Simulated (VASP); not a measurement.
The system is NdAgO4.

```
Nd Ag O
1.0
     3.70339    0.00000    0.00000
     0.00000    3.70339    0.00000
     0.00000    0.00000    5.31519
Nd Ag O
1 1 4
Direct
  0.00000 0.00000 0.00000
  0.50000 0.50000 0.50000
  0.50000 0.00000 0.73387
  0.00000 0.50000 0.26613
  0.50000 0.00000 0.26613
  0.00000 0.50000 0.73387
```

The cell was generated, and may not be a known phase.

- Program: VASP 6.6.1
- Task: relaxation of cell and atoms
- Functional: PBE
- Potentials or basis: VASP PAW PBE potentials, release 64 (Nd_3, Ag, O), 4f in core
- Cutoff: 600 eV
- k mesh: 6 × 6 × 4
- Occupations: gaussian, width 0.1 eV
- Spin: no spin polarisation

At the start: pressure 17.0 GPa; volume 12.15 Å³/atom.

Problem. Where does the relaxation end?

Solution. Over 10 steps the energy falls by 70.3 meV/atom and the volume is 13.51 Å³/atom (+11.2 %); space group P4/mmm (No. 123, to 0.1 Å) before and after.

Step by step:
| step | energy change (eV) | largest force (eV/Å) | pressure (GPa) | volume (Å³) |
| --- | --- | --- | --- | --- |
| 1 | 0.0000 | 0.7540 | 17.00 | 72.90 |
| 2 | -0.2051 | 0.3776 | -8.57 | 87.36 |
| 3 | -0.4079 | 0.0190 | -0.18 | 80.80 |
| 4 | -0.4079 | 0.0310 | 0.09 | 80.64 |
| 5 | -0.4117 | 0.0128 | 0.15 | 80.61 |
| 6 | -0.4181 | 0.0385 | 0.37 | 80.52 |
| 7 | -0.4190 | 0.0617 | 0.50 | 80.47 |
| 8 | -0.4205 | 0.0470 | -0.61 | 81.30 |
| 9 | -0.4207 | 0.0505 | -0.33 | 81.09 |
| 10 | -0.4216 | 0.0207 | -0.09 | 81.07 |

Final structure:
```xyz
6
Lattice="3.9028 0.0000 0.0000 0.0000 3.9028 0.0000 0.0000 0.0000 5.3226" Properties=species:S:1:pos:R:3 pbc="T T T"
Nd    3.9028    0.0000    0.0000
Ag    1.9514    1.9514    2.6613
O     1.9514    0.0000    3.8891
O     3.9028    1.9514    1.4335
O     1.9514    0.0000    1.4335
O     0.0000    1.9514    3.8891
```

Caveat: the run has no spin polarisation, though such a crystal can be magnetic.
